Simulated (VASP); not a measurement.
A run of VASP 6.6.1 is set up as follows.

INCAR

```
PREC = Accurate
ENCUT = 520
EDIFF = 1E-6
ISMEAR = -1
SIGMA = 0.05
LREAL = F
LASPH = T
NELM = 100
ALGO = Normal
ISIF = 2
LWAVE = F
LCHARG = F
GGA = PE
NBANDS = 14
```

Contents of KPOINTS:

```
regular mesh
0
Gamma
  11 11 1
```

The input POSCAR:

```
TaSi
1.0
    2.7385900000      0.0000000000      0.0000000000
   -1.3692900000      2.3716900000      0.0000000000
    0.0000000000      0.0000000000     29.0170200000
Ta Si
1 1
Direct
    0.0000000000      0.0000000000      0.2306600000
    0.0000000000      0.0000000000      0.3207400000
```

Potentials or basis: VASP PAW PBE potentials, release 64 (Ta_pv, Si).

Launch:

```console
$ cat potpaw_PBE.64/Ta_pv/POTCAR potpaw_PBE.64/Si/POTCAR > POTCAR
$ mpirun -np 1 vasp_std > vasp.out
```

Predict the largest force.

0.145 eV/Å.

Forces on the atoms (eV/Å):
```
Ta   0.000  0.000 -0.145
Si   0.000  0.000  0.145
```
